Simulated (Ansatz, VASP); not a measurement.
## Two plane-wave programs on BiTe

File INCAR:

```
PREC     = Accurate       # precision mode
ENCUT    = 500            # plane-wave cutoff, eV
EDIFF    = 1E-6           # SCF threshold, eV
ISMEAR   = 0              # smearing method
SIGMA    = 0.15           # smearing width, eV
LREAL    = F              # projectors in reciprocal space
LASPH    = T              # aspherical terms in the spheres
NELM     = 120            # most SCF steps
ALGO     = Normal         # electronic algorithm
ISIF     = 2              # what is computed and relaxed
LWAVE    = F              # write WAVECAR
LCHARG   = T              # write CHGCAR
GGA      = PS             # functional
LELF     = T              # ELF
LVHAR    = T            
NBANDS   = 18             # bands
GGA_COMPAT= F
```

File KPOINTS:

```
regular mesh
0
Gamma
  14 14 14
```

The input POSCAR:

```
BiTe
1.0
    0.0000000000      3.2390437500      3.2390437500
    3.2350000000      0.0040437500      3.2350000000
    3.2350000000      3.2350000000      0.0040437500
Bi Te
1 1
Direct
    0.0000000000      0.0000000000      0.0000000000
    0.5000000000      0.5000000000      0.5000000000
```

Input for Ansatz:

```yaml
crystal:
  lattice:
    - [0.0, 3.23904375, 3.23904375]
    - [3.235, 0.00404375, 3.235]
    - [3.235, 3.235, 0.00404375]
  atoms:
    - { symbol: Bi, position: [0.0, 0.0, 0.0] }
    - { symbol: Te, position: [0.5, 0.5, 0.5] }
basis:
  ecutwfc: 420
kpoints:
  mp_grid: { grid: [14, 14, 14] }
hamiltonian:
  xc: pbesol
scf:
  occupations: { method: gaussian, width: 0.15 }
output:
  forces: true
  stress: true
  eigenvalues: true
```

Change from the starting cell: strain +0.0025 x Voigt [0, 0, 0, 1, 0, 0], atoms carried along.

Alike in both runs: task single point; functional PBEsol; k mesh 14 × 14 × 14; occupations gaussian, width 0.15 eV; no spin polarisation.

```csv
,VASP,Ansatz
version,VASP 6.6.1,Ansatz 0.2.0
potentials or method,"VASP PAW PBE potentials, release 64 (Bi_d, Te), cutoff 500 eV","scalar-relativistic, plane waves, PAW"
valence electrons in the cell,21,31
```

|  | VASP | Ansatz | Ansatz less VASP |
| --- | --- | --- | --- |
| gap on the k mesh at the Fermi level (eV) | none | none | - |
| pressure (GPa) | -1.7 | -1.7 | +0.02 |

VASP's potentials were made for PBE, not for PBEsol. A gap of «none» marks a metal or a gap that the smearing closes. The functional is the same, so the differences come from potentials, cutoffs and numerics. VASP's potentials hold 21 valence electrons a cell and Ansatz's 31, so a difference there can come from the potentials and not from the codes.

Spin-orbit coupling is off throughout.
